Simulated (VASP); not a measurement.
# PtS2 in VASP: single point with PBEsol

Aim: the single point of PtS2 with PBEsol.

All numbers are computed with VASP 6.6.1; they aren't measurements. Logs are shortened: lines on timing, memory, paths and dates and some standing lists are left out, and cuts for length are marked.

## 1. The cell of the first run

The cell holds a slab with vacuum, 12 atoms: a = 3.571 Å, b = 5.957 Å, c = 23.212 Å, α = 90.00°, β = 90.00°, γ = 107.44°.

## 2. Single point, PBEsol

Input file INCAR:

```
SYSTEM = PtS2
PREC     = Accurate       ! precision mode
ENCUT    = 520            ! plane-wave cutoff, eV
EDIFF    = 1E-6           ! SCF threshold, eV
ISMEAR   = 0              ! smearing method
SIGMA    = 0.05           ! smearing width, eV
LREAL    = .FALSE.        ! projectors in reciprocal space
LASPH    = .TRUE.         ! aspherical terms in the spheres
NELM     = 60             ! most SCF steps
ALGO     = Normal         ! electronic algorithm
ISIF     = 2              ! what is computed and relaxed
LWAVE    = .FALSE.        ! write WAVECAR
LCHARG   = .TRUE.         ! write CHGCAR
LDIPOL   = .TRUE.       
IDIPOL   = 3            
DIPOL    = 0.5 0.5 0.500
GGA      = PS             ! functional
LELF     = .TRUE.         ! ELF
LVHAR    = .TRUE.       
LVACPOTAV= .TRUE.       
ISYM     = 0            
NBANDS   = 56             ! bands
```

Input file KPOINTS:

```
regular mesh
0
G
  10 6 1
  0 0 0
```

Input file POSCAR:

```
PtS2
1.0
    3.5713268686      0.0000000000      0.0000000000
   -1.7856634343      5.6835056484      0.0000000000
    0.0000000000      0.0000000000     23.2119831312
S Pt
8 4
Direct
    0.9896050411      0.9792100822      0.3231089717
    0.7142612310      0.4285224620      0.3415286670
    0.3415381771      0.6830763543      0.4348964254
    0.0661943670      0.1323887340      0.4533161208
    0.6934713132      0.3869426263      0.5466838792
    0.4181275031      0.8362550061      0.5651035746
    0.0454044492      0.0908088984      0.6584713330
    0.7700606391      0.5401212782      0.6768910283
    0.3519331360      0.7038662721      0.3323188193
    0.7038662721      0.4077325441      0.4441062731
    0.0557994081      0.1115988162      0.5558937269
    0.4077325441      0.8154650883      0.6676811807
```

Potentials or basis: VASP PAW PBE potentials, release 64 (S, Pt).

Command:

```bash
$ cat potpaw_PBE.64/S/POTCAR potpaw_PBE.64/Pt/POTCAR > POTCAR
$ mpirun -np 1 vasp_std > vasp.out
```

OUTCAR:

```text
SYSTEM = PtS2
   PREC = Accurate
   ENCUT = 520
   EDIFF = 1E-6
   ISMEAR = 0
   LREAL = .FALSE.
   LASPH = .TRUE.
   NELM = 60
   ISIF = 2
   GGA = PS
   ISYM = 0

 ion  position               nearest neighbor table
   1  0.990  0.979  0.323-   9 2.38   9 2.38
   2  0.714  0.429  0.342-   9 2.38  10 2.38   9 2.38
   3  0.342  0.683  0.435-   9 2.38  10 2.38  10 2.38
   4  0.066  0.132  0.453-  10 2.38  11 2.38  10 2.38
   5  0.693  0.387  0.547-  11 2.38  10 2.38  11 2.38
   6  0.418  0.836  0.565-  11 2.38  12 2.38  11 2.38
   7  0.045  0.091  0.658-  12 2.38  11 2.38  12 2.38
   8  0.770  0.540  0.677-  12 2.38  12 2.38
   9  0.352  0.704  0.332-   1 2.38   2 2.38   1 2.38   3 2.38   2 2.38
  10  0.704  0.408  0.444-   4 2.38   5 2.38   2 2.38   3 2.38   4 2.38   3 2.38
  11  0.056  0.112  0.556-   5 2.38   6 2.38   7 2.38   4 2.38   5 2.38   6 2.38
  12  0.408  0.815  0.668-   8 2.38   7 2.38   8 2.38   6 2.38   7 2.38

IMPORTANT INFORMATION: All symmetrisations will be switched off!
NOSYMM: (Re-)initialisation of all symmetry stuff for point group C_1.

----------------------------------------------------------------------------------------

                                     Primitive cell

  volume of cell :     471.1489

  direct lattice vectors                    reciprocal lattice vectors
     3.571326869  0.000000000  0.000000000     0.280007974  0.087973872  0.000000000
    -1.785663434  5.683505648  0.000000000     0.000000000  0.175947745  0.000000000
     0.000000000  0.000000000 23.211983131     0.000000000  0.000000000  0.043081196

  length of vectors
     3.571326869  5.957418095 23.211983131     0.293502756  0.175947745  0.043081196

  position of ions in fractional coordinates (direct lattice)
     0.989605041  0.979210082  0.323108972
     0.714261231  0.428522462  0.341528667
     0.341538177  0.683076354  0.434896425
     0.066194367  0.132388734  0.453316121
     0.693471313  0.386942626  0.546683879
     0.418127503  0.836255006  0.565103575
     0.045404449  0.090808898  0.658471333
     0.770060639  0.540121278  0.676891028
     0.351933136  0.703866272  0.332318819
     0.703866272  0.407732544  0.444106273
     0.055799408  0.111598816  0.555893727
     0.407732544  0.815465088  0.667681181

  ion indices of the primitive-cell ions
   primitive index   ion index
                 1           1
                 2           2
                 3           3
                 4           4
                 5           5
                 6           6
                 7           7
                 8           8
                 9           9
                10          10
                11          11
                12          12

----------------------------------------------------------------------------------------

 KPOINTS: regular mesh

Automatic generation of k-mesh.
 Grid dimensions read from file:
 generate k-points for:   10    6    1

 Generating k-lattice:

  Cartesian coordinates                     Fractional coordinates (reciprocal lattice)
     0.028000797  0.008797387  0.000000000     0.100000000  0.000000000  0.000000000
     0.000000000  0.029324624  0.000000000     0.000000000  0.166666667  0.000000000
     0.000000000  0.000000000  0.043081196     0.000000000  0.000000000  1.000000000

  Length of vectors
     0.029350276  0.029324624  0.043081196

  Shift w.r.t. Gamma in fractional coordinates (k-lattice)
     0.000000000  0.000000000  0.000000000

 -----------------------------------------------------------------------------
|                                                                             |
|           W    W    AA    RRRRR   N    N  II  N    N   GGGG   !!!           |
|           W    W   A  A   R    R  NN   N  II  NN   N  G    G  !!!           |
|           W    W  A    A  R    R  N N  N  II  N N  N  G       !!!           |
|           W WW W  AAAAAA  RRRRR   N  N N  II  N  N N  G  GGG   !            |
|           WW  WW  A    A  R   R   N   NN  II  N   NN  G    G                |
|           W    W  A    A  R    R  N    N  II  N    N   GGGG   !!!           |
|                                                                             |
|     Your reciprocal lattice and k-lattice belong to different lattice       |
|     classes:                                                                |
|                                                                             |
|        The reciprocal lattice is base centered orthorhombic,                |
|        whereas your k-lattice is simple monoclinic.                         |
|                                                                             |
|     Results are often still useful ...                                      |
|                                                                             |
 -----------------------------------------------------------------------------

 WARNING: IBZKPT: internal override: KBLOWUP is changed to .FALSE.
      ... skipping the blow-up phase ...

 Subroutine IBZKPT returns following result:
 ===========================================

 Found     32 irreducible k-points:

 Following reciprocal coordinates:
            Coordinates               Weight
  0.000000  0.000000  0.000000      1.000000
  0.100000 -0.000000  0.000000      2.000000
  0.200000 -0.000000  0.000000      2.000000
  0.300000 -0.000000  0.000000      2.000000
  0.400000 -0.000000  0.000000      2.000000
  0.500000 -0.000000  0.000000      1.000000
[... 16 lines left out ...]
 -0.400000  0.333333  0.000000      2.000000
 -0.300000  0.333333  0.000000      2.000000
 [... further k-points ...]
   k-points           NKPTS =     32   k-points in BZ     NKDIM =     32   number of bands    NBANDS=     56
   number of dos      NEDOS =    301   number of ions     NIONS =     12
   total plane-waves  NPLWV = 241920
   dimension x,y,z NGX =    28 NGY =   48 NGZ =  180
   dimension x,y,z NGXF=    56 NGYF=   96 NGZF=  360
   ions per type =               8   4
   NGX,Y,Z   is equivalent  to a cutoff of  13.03, 13.39, 12.89 a.u.
   NGXF,Y,Z  is equivalent  to a cutoff of  26.07, 26.79, 25.78 a.u.
 SYSTEM =  PtS2
   PREC   = accura    normal or accurate (medium, high low for compatibility)
   ISTART =      0    job   : 0-new  1-cont  2-samecut
   ICHARG =      2    charge: 1-file 2-atom 10-const
   ISPIN  =      1    spin polarized calculation?
   LNONCOLLINEAR =      F non collinear calculations
   LSORBIT =      F    spin-orbit coupling
   LASPH  =      T    aspherical Exc in radial PAW
   ENCUT  =  520.0 eV  38.22 Ry    6.18 a.u.   6.64 11.08 43.16*2*pi/ulx,y,z
   NELM   =     60;   NELMIN=  2; NELMDL= -5     # of ELM steps
   EDIFF  = 0.1E-05   stopping-criterion for ELM
   LREAL  =      F    real-space projection
   EDIFFG = 0.1E-04   stopping-criterion for IOM
   NSW    =      0    number of steps for IOM
   IBRION =     -1    ionic relax: 0-MD 1-quasi-New 2-CG
   NFREE  =      0    steps in history (QN), initial steepest desc. (CG)
   ISIF   =      2    stress and relaxation
   ISYM   =      0    0-nonsym 1-usesym 2-fastsym
   POTIM  = 0.5000    time-step for ionic-motion
   TEBEG  =    0.0;   TEEND  =   0.0 temperature during run
   PSTRESS=    0.0 pullay stress
   NELECT =      88.0000    total number of electrons
   NUPDOWN=      -1.0000    fix difference up-down
   EMIN   =  10.00;   EMAX   =-10.00  energy-range for DOS
   EFERMI =   0.00;   METHOD = LEGACY
   ISMEAR =     0;   SIGMA  =   0.05  broadening in eV -4-tet -1-fermi 0-gaus
   EFERMI_NEDOS =   21; number of points for ismear=-14 and -15
   IALGO  =     38    algorithm
   IMIX   =      4    mixing-type and parameters
     AMIX     =   0.40;   BMIX     =  1.00
     AMIX_MAG =   1.60;   BMIX_MAG =  1.00
  volume/ion in A,a.u.               =      39.26       264.96
  Fermi-wavevector in a.u.,A,eV,Ry     =   0.935800  1.768405 11.914914  0.875722
  Thomas-Fermi vector in A             =   2.062744
   LORBIT       =      0    0 simple, 1 ext, 2 COOP (PROOUT), +10 PAW based schemes
   GGA     = PS    functional components
   LHFCALC =     F    Hartree Fock is set to
   AEXX    =    0.0000 exact exchange contribution
   IVDW    =     0    specifies the selected vdW correction
   LEPSILON=     F    determine dielectric tensor
   LRPA    =     F    only Hartree local field effects (RPA)
 non-spin polarized calculation
 Gauss-broadening in eV      SIGMA  =   0.05
  energy-cutoff  :      520.00
  volume of cell :      471.15
 maximum number of plane-waves:     12749
   NGX = 13   NGY = 23   NGZ = 87

 dipolmoment           0.000000      0.000000     -0.000001 electrons x Angstroem

 number of electron      87.9999999 magnetization

 dipolmoment           0.000000      0.000000      0.000001 electrons x Angstroem

 Free energy of the ion-electron system (eV)
  ---------------------------------------------------
  ext. energy  EPLUGINS =         0.00000000
  ---------------------------------------------------
  free energy    TOTEN  =       -65.14967567 eV

  energy without entropy =      -65.14147179  energy(sigma->0) =      -65.14557373

 E-fermi :  -0.0084     XC(G=0):  -5.5770

 val. band max:       -0.0149600880   @ k =   0.4000   0.1667   0.0000
 cond. band min:       0.0228721284   @ k =   0.4000   0.3333   0.0000
 fundamental gap:      0.0378322164
 Fermi energy:        -0.0084208577

 k-point     1 :       0.0000    0.0000    0.0000
  band No.  band energies     occupation
      1     -15.3758      2.00000
      2     -14.6427      2.00000
      3     -13.7190      2.00000
      4     -13.5294      2.00000
      5     -13.1004      2.00000
      6     -12.7059      2.00000
[... 1405 lines left out ...]
     55       5.8389      0.00000
     56       5.9187      0.00000

 [... further k-points ...]

------------------------ aborting loop because EDIFF is reached ----------------------------------------

  FORCE on cell =-STRESS in cart. coord.  units (eV):
  Direction    XX          YY          ZZ          XY          YZ          ZX
  --------------------------------------------------------------------------------------
  -------------------------------------------------------------------------------------
  Total       -7.1231006     -6.4073944     -2.0302799     -0.0045665      0.9052860      0.0045058
  in kB      -24.2226424    -21.7888294     -6.9041203     -0.0155286      3.0784936      0.0153223
  external PRESSURE =     -17.6385307 kB  Pullay stress =       0.0000000 kB

 VOLUME and BASIS-vectors are now :
 -----------------------------------------------------------------------------
  energy-cutoff  :      520.00
  volume of cell :      471.15
      direct lattice vectors                 reciprocal lattice vectors
     3.571326869  0.000000000  0.000000000     0.280007974  0.087973872  0.000000000
    -1.785663434  5.683505648  0.000000000     0.000000000  0.175947745  0.000000000
     0.000000000  0.000000000 23.211983131     0.000000000  0.000000000  0.043081196

 POSITION                                       TOTAL-FORCE (eV/Angst)
 -----------------------------------------------------------------------------------
      1.78566      5.56535      7.50000        -0.001956     -1.181390     -0.267078
      1.78566      2.43551      7.92756         0.000077      0.175261     -0.631768
     -0.00000      3.88227     10.09481         0.000152     -0.156274     -0.113010
      0.00000      0.75243     10.52237        -0.002012      0.036831     -0.110905
      1.78566      2.19919     12.68962         0.002097     -0.036771      0.110907
      0.00000      4.75286     13.11717        -0.000154      0.156271      0.113077
      0.00000      0.51611     15.28443        -0.000111     -0.175191      0.631765
      1.78566      3.06978     15.71198         0.001970      1.181342      0.267086
     -0.00000      4.00043      7.71378         0.001324      0.977672      1.187891
      1.78566      2.31735     10.30859         0.001534      0.111151      0.037187
      0.00000      0.63427     12.90340        -0.001432     -0.111088     -0.037256
     -0.00000      4.63470     15.49820        -0.001490     -0.977815     -1.187895
 -----------------------------------------------------------------------------------
    total drift:                               -0.000184     -0.000030      0.000019

  FREE ENERGIE OF THE ION-ELECTRON SYSTEM (eV)
  ---------------------------------------------------
  free  energy   TOTEN  =       -65.1496756698 eV

  energy  without entropy=      -65.1414717894  energy(sigma->0) =      -65.14557373

 vacuum level on the upper side and lower side of the slab         5.703         5.703
```

Wall time 47 min (1 thread of Intel Xeon Platinum 8175M at 2.50GHz (Skylake/Cascade Lake), shared host); peak memory 0.93 GiB.

What came out:

```
Free energy            : -65.1497 eV
Largest force          : 1.539 eV/Å
Band gap on the k mesh : zero (band 44 reaches 0.21 eV, above the bottom of band 45 at -0.09 eV)
```

Forces on the atoms (eV/Å):
```
S   -0.002 -1.181 -0.267
S    0.000  0.175 -0.632
S    0.000 -0.156 -0.113
S   -0.002  0.037 -0.111
S    0.002 -0.037  0.111
S    0.000  0.156  0.113
S    0.000 -0.175  0.632
S    0.002  1.181  0.267
Pt   0.001  0.978  1.188
Pt   0.002  0.111  0.037
Pt  -0.001 -0.111 -0.037
Pt  -0.001 -0.978 -1.188
```

Caveat: the PAW data sets were made with another functional, which shifts forces and pressure a little; spin-orbit coupling is left out, which moves the levels of the heavy elements.
